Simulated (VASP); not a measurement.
# TiB2N3 (P4/mmm) in VASP: further runs

TiB2N3 is run at these levels: PBE; tasks: single point, relaxation of cell and atoms.

All numbers are computed with VASP 6.6.1; they aren't measurements. Logs are shortened: lines on timing, memory, paths and dates and some standing lists are left out, and cuts for length are marked.

### Step 1. The cell of the first run

The structure is tetragonal, space group P4/mmm (No. 123). Conventional cell: a = 2.808 Å, b = 2.808 Å, c = 6.628 Å, α = 90.00°, β = 90.00°, γ = 90.00°. Ti (site symmetry 4/mmm) has 8 N at 2.11 Å and 2 B at 2.49 Å within 2.8 Å. B (site symmetry 4mm) has 1 B at 1.64 Å and 4 N at 2.15 Å within 2.2 Å. Within 2.8 Å of N (site symmetry 4/mmm) lie 8 B at 2.15 Å and 2 N at 2.61 Å. Within 1.9 Å of N (site symmetry 4mm) lie 1 N at 1.40 Å.

### Step 2. Single point, PBE

Input file INCAR:

```
SYSTEM = TiB2N3
PREC = Accurate
ENCUT = 520
EDIFF = 1E-6
ISMEAR = 0
SIGMA = 0.1
LREAL = .False.
LASPH = .True.
NELM = 100
ALGO = Normal
ISIF = 2
LWAVE = .False.
LCHARG = .True.
GGA = PE
LELF = .True.
LVHAR = .True.
NBANDS = 26
```

Input file KPOINTS:

```
regular mesh
0
Gamma
  6 6 4
  0 0 0
```

Input file POSCAR:

```
TiB2N3
1.0
    2.8076830091      0.0000000000      0.0000000000
    0.0000000000      2.8076830091      0.0000000000
    0.0000000000      0.0000000000      6.6277249052
Ti B N
1 2 3
Direct
    0.5000000000      0.5000000000      0.5000000000
    0.5000000000      0.5000000000      0.8759495783
    0.5000000000      0.5000000000      0.1240504217
    0.0000000000      0.0000000000      0.0000000000
    0.0000000000      0.0000000000      0.6057913782
    0.0000000000      0.0000000000      0.3942086218
```

Potentials or basis: VASP PAW PBE potentials, release 64 (Ti_sv, B, N).

The run is started by

```bash
cat potpaw_PBE.64/Ti_sv/POTCAR potpaw_PBE.64/B/POTCAR potpaw_PBE.64/N/POTCAR > POTCAR
mpirun -np 1 vasp_std > vasp.out
```

OUTCAR:

```text
SYSTEM = TiB2N3
   PREC = Accurate
   ENCUT = 520
   EDIFF = 1E-6
   ISMEAR = 0
   LREAL = .False.
   LASPH = .True.
   NELM = 100
   ISIF = 2
   GGA = PE

 ion  position               nearest neighbor table
   1  0.500  0.500  0.500-   5 2.11   6 2.11   5 2.11   6 2.11   5 2.11   6 2.11   5 2.11   6 2.11
                             2 2.49   3 2.49
   2  0.500  0.500  0.876-   3 1.64   1 2.49
   3  0.500  0.500  0.124-   2 1.64   1 2.49
   4  0.000  0.000  0.000-
   5  0.000  0.000  0.606-   6 1.40   1 2.11   1 2.11   1 2.11   1 2.11
   6  0.000  0.000  0.394-   5 1.40   1 2.11   1 2.11   1 2.11   1 2.11

  LATTYP: Found a simple tetragonal cell.
 ALAT       =     2.8076830091
 C/A-ratio  =     2.3605673731

  Lattice vectors:

 A1 = (   2.8076830091,   0.0000000000,   0.0000000000)
 A2 = (   0.0000000000,   2.8076830091,   0.0000000000)
 A3 = (   0.0000000000,   0.0000000000,   6.6277249052)

Analysis of symmetry for initial positions (statically):
=====================================================================
 Subroutine PRICEL returns:
 Original cell was already a primitive cell.

 Routine SETGRP: Setting up the symmetry group for a
 simple tetragonal supercell.

 Subroutine GETGRP returns: Found 16 space group operations
 (whereof 16 operations were pure point group operations)
 out of a pool of 16 trial point group operations.

The static configuration has the point symmetry D_4h.

Analysis of symmetry for dynamics (positions and initial velocities):
=====================================================================
 Subroutine PRICEL returns:
 Original cell was already a primitive cell.

 Routine SETGRP: Setting up the symmetry group for a
 simple tetragonal supercell.

 Subroutine GETGRP returns: Found 16 space group operations
 (whereof 16 operations were pure point group operations)
 out of a pool of 16 trial point group operations.

The dynamic configuration has the point symmetry D_4h.

 Subroutine INISYM returns: Found 16 space group operations
 (whereof 16 operations are pure point group operations),
 and found     1 'primitive' translations

----------------------------------------------------------------------------------------

                                     Primitive cell

  volume of cell :      52.2469

  direct lattice vectors                    reciprocal lattice vectors
     2.807683009  0.000000000  0.000000000     0.356165563  0.000000000  0.000000000
     0.000000000  2.807683009  0.000000000     0.000000000  0.356165563  0.000000000
     0.000000000  0.000000000  6.627724905     0.000000000  0.000000000  0.150881338

  length of vectors
     2.807683009  2.807683009  6.627724905     0.356165563  0.356165563  0.150881338

  position of ions in fractional coordinates (direct lattice)
     0.500000000  0.500000000  0.500000000
     0.500000000  0.500000000  0.875949578
     0.500000000  0.500000000  0.124050422
     0.000000000  0.000000000  0.000000000
     0.000000000  0.000000000  0.605791378
     0.000000000  0.000000000  0.394208622

  ion indices of the primitive-cell ions
   primitive index   ion index
                 1           1
                 2           2
                 3           3
                 4           4
                 5           5
                 6           6

----------------------------------------------------------------------------------------

 KPOINTS: regular mesh

Automatic generation of k-mesh.
 Grid dimensions read from file:
 generate k-points for:    6    6    4

 Generating k-lattice:

  Cartesian coordinates                     Fractional coordinates (reciprocal lattice)
     0.059360927  0.000000000  0.000000000     0.166666667  0.000000000  0.000000000
     0.000000000  0.059360927  0.000000000     0.000000000  0.166666667  0.000000000
     0.000000000  0.000000000  0.037720334     0.000000000  0.000000000  0.250000000

  Length of vectors
     0.059360927  0.059360927  0.037720334

  Shift w.r.t. Gamma in fractional coordinates (k-lattice)
     0.000000000  0.000000000  0.000000000

 Subroutine IBZKPT returns following result:
 ===========================================

 Found     30 irreducible k-points:

 Following reciprocal coordinates:
            Coordinates               Weight
  0.000000  0.000000  0.000000      1.000000
  0.166667  0.000000  0.000000      4.000000
  0.333333  0.000000  0.000000      4.000000
  0.500000  0.000000  0.000000      2.000000
  0.166667  0.166667  0.000000      4.000000
  0.333333  0.166667  0.000000      8.000000
[... 16 lines left out ...]
  0.333333  0.000000  0.500000      4.000000
  0.500000  0.000000  0.500000      2.000000
 [... further k-points ...]
   k-points           NKPTS =     30   k-points in BZ     NKDIM =     30   number of bands    NBANDS=     26
   number of dos      NEDOS =    301   number of ions     NIONS =      6
   total plane-waves  NPLWV =  28800
   dimension x,y,z NGX =    24 NGY =   24 NGZ =   50
   dimension x,y,z NGXF=    48 NGYF=   48 NGZF=  100
   ions per type =               1   2   3
   NGX,Y,Z   is equivalent  to a cutoff of  14.21, 14.21, 12.54 a.u.
   NGXF,Y,Z  is equivalent  to a cutoff of  28.42, 28.42, 25.08 a.u.
 SYSTEM =  TiB2N3
   PREC   = accura    normal or accurate (medium, high low for compatibility)
   ISTART =      0    job   : 0-new  1-cont  2-samecut
   ICHARG =      2    charge: 1-file 2-atom 10-const
   ISPIN  =      1    spin polarized calculation?
   LNONCOLLINEAR =      F non collinear calculations
   LSORBIT =      F    spin-orbit coupling
   LASPH  =      T    aspherical Exc in radial PAW
   ENCUT  =  520.0 eV  38.22 Ry    6.18 a.u.   5.22  5.22 12.32*2*pi/ulx,y,z
   NELM   =    100;   NELMIN=  2; NELMDL= -5     # of ELM steps
   EDIFF  = 0.1E-05   stopping-criterion for ELM
   LREAL  =      F    real-space projection
   EDIFFG = 0.1E-04   stopping-criterion for IOM
   NSW    =      0    number of steps for IOM
   IBRION =     -1    ionic relax: 0-MD 1-quasi-New 2-CG
   NFREE  =      0    steps in history (QN), initial steepest desc. (CG)
   ISIF   =      2    stress and relaxation
   ISYM   =      2    0-nonsym 1-usesym 2-fastsym
   POTIM  = 0.5000    time-step for ionic-motion
   TEBEG  =    0.0;   TEEND  =   0.0 temperature during run
   PSTRESS=    0.0 pullay stress
   NELECT =      33.0000    total number of electrons
   NUPDOWN=      -1.0000    fix difference up-down
   EMIN   =  10.00;   EMAX   =-10.00  energy-range for DOS
   EFERMI =   0.00;   METHOD = LEGACY
   ISMEAR =     0;   SIGMA  =   0.10  broadening in eV -4-tet -1-fermi 0-gaus
   EFERMI_NEDOS =   21; number of points for ismear=-14 and -15
   IALGO  =     38    algorithm
   IMIX   =      4    mixing-type and parameters
     AMIX     =   0.40;   BMIX     =  1.00
     AMIX_MAG =   1.60;   BMIX_MAG =  1.00
  volume/ion in A,a.u.               =       8.71        58.76
  Fermi-wavevector in a.u.,A,eV,Ry     =   1.404621  2.654349 26.843767  1.972961
  Thomas-Fermi vector in A             =   2.527165
   LORBIT       =      0    0 simple, 1 ext, 2 COOP (PROOUT), +10 PAW based schemes
   GGA     = PE    functional components
   LHFCALC =     F    Hartree Fock is set to
   AEXX    =    0.0000 exact exchange contribution
   IVDW    =     0    specifies the selected vdW correction
   LEPSILON=     F    determine dielectric tensor
   LRPA    =     F    only Hartree local field effects (RPA)
 non-spin polarized calculation
 Gauss-broadening in eV      SIGMA  =   0.10
  energy-cutoff  :      520.00
  volume of cell :       52.25
 maximum number of plane-waves:      1440
 NGX is ok and might be reduce to    24
   NGX = 11   NGY = 11   NGZ = 25

 number of electron      32.9999994 magnetization

 Free energy of the ion-electron system (eV)
  ---------------------------------------------------
  ext. energy  EPLUGINS =         0.00000000
  ---------------------------------------------------
  free energy    TOTEN  =       -39.86280428 eV

  energy without entropy =      -39.85318193  energy(sigma->0) =      -39.85799310

 E-fermi :   6.8408     XC(G=0): -12.0654

 val. band max:        6.8054178124   @ k =   0.1667   0.0000   0.0000
 cond. band min:       6.8424386823   @ k =   0.3333   0.0000   0.0000
 fundamental gap:      0.0370208699
 Fermi energy:         6.8407524913

 k-point     1 :       0.0000    0.0000    0.0000
  band No.  band energies     occupation
      1     -50.1329      2.00000
      2     -26.3740      2.00000
      3     -26.3740      2.00000
      4     -26.0898      2.00000
      5     -14.1898      2.00000
      6      -9.4743      2.00000
[... 18 lines left out ...]
     25      13.8548      0.00000
     26      13.8590      0.00000

 k-point     2 :       0.1667    0.0000    0.0000
  band No.  band energies     occupation
      1     -50.1131      2.00000
      2     -26.5814      2.00000
      3     -26.3504      2.00000
      4     -26.0679      2.00000
      5     -13.8313      2.00000
      6      -9.1119      2.00000
[... 18 lines left out ...]
     25      13.0367      0.00000
     26      13.2547      0.00000

 k-point     3 :       0.3333    0.0000    0.0000
  band No.  band energies     occupation
      1     -50.0731      2.00000
      2     -26.9745      2.00000
      3     -26.3028      2.00000
      4     -26.0239      2.00000
      5     -13.0772      2.00000
      6      -8.1344      2.00000
[... 572 lines left out ...]
 k-point    23 :       0.3333    0.0000    0.5000
  band No.  band energies     occupation
      1     -50.0731      2.00000
      2     -26.9745      2.00000
      3     -26.3029      2.00000
      4     -26.0239      2.00000
      5     -13.0729      2.00000
      6      -8.2182      2.00000
[... 18 lines left out ...]
     25      11.8327      0.00000
     26      13.2111      0.00000

 k-point    24 :       0.5000    0.0000    0.5000
  band No.  band energies     occupation
      1     -50.0530      2.00000
      2     -27.1616      2.00000
      3     -26.2789      2.00000
      4     -26.0018      2.00000
      5     -12.6668      2.00000
      6      -7.4405      2.00000
[... 18 lines left out ...]
     25      12.8991      0.00000
     26      13.3274      0.00000

 [... further k-points ...]

------------------------ aborting loop because EDIFF is reached ----------------------------------------

  FORCE on cell =-STRESS in cart. coord.  units (eV):
  Direction    XX          YY          ZZ          XY          YZ          ZX
  --------------------------------------------------------------------------------------
  -------------------------------------------------------------------------------------
  Total        0.1299132      0.1299132      0.2308584      0.0000000      0.0000000      0.0000000
  in kB        3.9838518      3.9838518      7.0793862      0.0000000      0.0000000      0.0000000
  external PRESSURE =       5.0156966 kB  Pullay stress =       0.0000000 kB

 VOLUME and BASIS-vectors are now :
 -----------------------------------------------------------------------------
  energy-cutoff  :      520.00
  volume of cell :       52.25
      direct lattice vectors                 reciprocal lattice vectors
     2.807683009  0.000000000  0.000000000     0.356165563  0.000000000  0.000000000
     0.000000000  2.807683009  0.000000000     0.000000000  0.356165563  0.000000000
     0.000000000  0.000000000  6.627724905     0.000000000  0.000000000  0.150881338

 POSITION                                       TOTAL-FORCE (eV/Angst)
 -----------------------------------------------------------------------------------
      1.40384      1.40384      3.31386         0.000000      0.000000      0.000000
      1.40384      1.40384      5.80555        -0.000000      0.000000     -0.019153
      1.40384      1.40384      0.82217         0.000000     -0.000000      0.019153
      0.00000      0.00000      0.00000         0.000000      0.000000      0.000000
      0.00000      0.00000      4.01502         0.000000     -0.000000      0.212094
      0.00000      0.00000      2.61271        -0.000000      0.000000     -0.212094
 -----------------------------------------------------------------------------------
    total drift:                                0.000000      0.000000     -0.000000

  FREE ENERGIE OF THE ION-ELECTRON SYSTEM (eV)
  ---------------------------------------------------
  free  energy   TOTEN  =       -39.8628042804 eV

  energy  without entropy=      -39.8531819276  energy(sigma->0) =      -39.85799310
```

It took 63 s on 1 thread of AMD EPYC 7R43 (Zen 3), shared host; peak memory 0.16 GiB.

What came out:

```yaml
Free_energy: -39.8628 eV
Pressure: 0.5 GPa
Largest_force: 0.212 eV/Å
```

Forces on the atoms (eV/Å):
```
Ti   0.000  0.000  0.000
B    0.000  0.000 -0.019
B    0.000  0.000  0.019
N    0.000  0.000  0.000
N    0.000  0.000  0.212
N    0.000  0.000 -0.212
```

Stress tensor (GPa, compression positive):
```
0.40 0.00 0.00
0.00 0.40 0.00
0.00 0.00 0.71
```

Levels at points of the mesh, in eV from the Fermi level:
```tsv
k point	band 14	band 15	band 16	band 17	band 18	band 19	band 20	band 21
(0.00, 0.00, 0.00)	-2.45	-2.02	-1.31	-1.31	0.32	1.89	1.92	3.54
(0.50, 0.00, 0.00)	-1.90	-0.45	0.71	1.07	2.16	2.42	2.61	2.80
(0.50, 0.50, 0.00)	-4.48	-4.11	-1.08	-0.90	-0.50	2.72	2.72	3.60
(0.00, 0.00, 0.50)	-2.63	-2.02	-1.11	-1.11	-0.55	0.88	1.89	3.89
(0.50, 0.00, 0.50)	-1.75	-0.48	1.12	2.01	2.04	2.08	2.58	2.79
(0.50, 0.50, 0.50)	-4.05	-4.05	-1.75	-0.43	0.82	2.24	2.24	3.60
```

Caveat: the k points lie up to 0.37 Å⁻¹ apart.

### Step 3. Single point, PBE, collinear spin, ferromagnetic start

Input file INCAR:

```
SYSTEM = TiB2N3
ALGO     = Normal         ! electronic algorithm
EDIFF    = 1E-7           ! SCF threshold, eV
ENCUT    = 520            ! plane-wave cutoff, eV
GGA      = PE             ! functional
ISIF     = 2              ! what is computed and relaxed
ISMEAR   = 0              ! smearing method
ISPIN    = 2              ! spin polarisation
LASPH    = .True.         ! aspherical terms in the spheres
LCHARG   = .False.        ! write CHGCAR
LMAXMIX  = 4              ! l up to which the mixer works
LORBIT   = 11             ! projections on sites
LREAL    = .False.        ! projectors in reciprocal space
LWAVE    = .False.        ! write WAVECAR
MAGMOM   = 1 0 0 0 0 0    ! initial moments
NBANDS   = 30             ! bands
NELM     = 150            ! most SCF steps
PREC     = Accurate       ! precision mode
SIGMA    = 0.1            ! smearing width, eV
```

Input file KPOINTS:

```
k-points
0
Gamma
  6 6 2
  0 0 0
```

Input file POSCAR:

```
TiB2N3
1.0
    2.8003686941      0.0000000000      0.0000000000
    0.0000000000      2.8003686941      0.0000000000
    0.0000000000      0.0000000000      6.6702798289
Ti B N
1 2 3
Direct
    0.5000000000      0.5000000000      0.5000000000
    0.5000000000      0.5000000000      0.8764174999
    0.5000000000      0.5000000000      0.1235825001
    0.0000000000      0.0000000000      0.0000000000
    0.0000000000      0.0000000000      0.6058304491
    0.0000000000      0.0000000000      0.3941695509
```

Potentials or basis: VASP PAW PBE potentials, release 64 (Ti_sv, B, N).

The run is started by

```bash
cat potpaw_PBE.64/Ti_sv/POTCAR potpaw_PBE.64/B/POTCAR potpaw_PBE.64/N/POTCAR > POTCAR
mpirun -np 1 vasp_std > vasp.out
```

Run time: 1.9 min. Hardware: 1 thread of AMD EPYC 7R43 (Zen 3), shared host; peak memory 0.18 GiB.

It converged, with:

```
Free energy                                           : -39.8626 eV
Pressure                                              : 0.5 GPa
Largest force                                         : 0.207 eV/Å
Net moment                                            : 0.00 μB per cell
Valence electrons inside the program's atomic spheres : Ti 10.53; B 1.54; N 3.44, 3.74
```

Forces in eV/Å, atoms in the order of the input:
```
Ti   0.000  0.000  0.000
B    0.000  0.000 -0.014
B    0.000  0.000  0.014
N    0.000  0.000  0.000
N    0.000  0.000  0.207
N    0.000  0.000 -0.207
```

Stress tensor (GPa, compression positive):
```
0.34 0.00 0.00
0.00 0.34 0.00
0.00 0.00 0.80
```

Levels at points of the mesh, in eV from the Fermi level:
Spin up:
| k point | band 15 | band 16 | band 17 | band 18 | band 19 | band 20 |
| --- | --- | --- | --- | --- | --- | --- |
| (0.00, 0.00, 0.00) | -1.98 | -1.30 | -1.30 | 0.42 | 1.96 | 1.98 |
| (0.50, 0.00, 0.00) | -0.40 | 0.67 | 1.07 | 2.23 | 2.51 | 2.67 |
| (0.50, 0.50, 0.00) | -4.08 | -1.06 | -0.76 | -0.38 | 2.72 | 2.72 |
| (0.00, 0.00, 0.50) | -1.98 | -1.11 | -1.11 | -0.53 | 1.01 | 1.96 |
| (0.50, 0.00, 0.50) | -0.43 | 1.12 | 2.09 | 2.10 | 2.12 | 2.62 |
| (0.50, 0.50, 0.50) | -4.07 | -1.60 | -0.44 | 0.93 | 2.28 | 2.28 |
Spin down:
| k point | band 14 | band 15 | band 16 | band 17 | band 18 | band 19 | band 20 | band 21 |
| --- | --- | --- | --- | --- | --- | --- | --- | --- |
| (0.00, 0.00, 0.00) | -2.39 | -1.98 | -1.30 | -1.30 | 0.42 | 1.96 | 1.98 | 3.54 |
| (0.50, 0.00, 0.00) | -1.79 | -0.40 | 0.67 | 1.07 | 2.23 | 2.51 | 2.67 | 2.89 |
| (0.50, 0.50, 0.00) | -4.48 | -4.08 | -1.06 | -0.76 | -0.38 | 2.72 | 2.72 | 3.69 |
| (0.00, 0.00, 0.50) | -2.57 | -1.98 | -1.11 | -1.11 | -0.53 | 1.01 | 1.96 | 3.93 |
| (0.50, 0.00, 0.50) | -1.79 | -0.43 | 1.12 | 2.09 | 2.10 | 2.12 | 2.62 | 2.87 |
| (0.50, 0.50, 0.50) | -4.07 | -4.07 | -1.60 | -0.44 | 0.93 | 2.28 | 2.28 | 3.69 |

Caveat: the k points lie up to 0.47 Å⁻¹ apart.

[end of part 1 of 2]
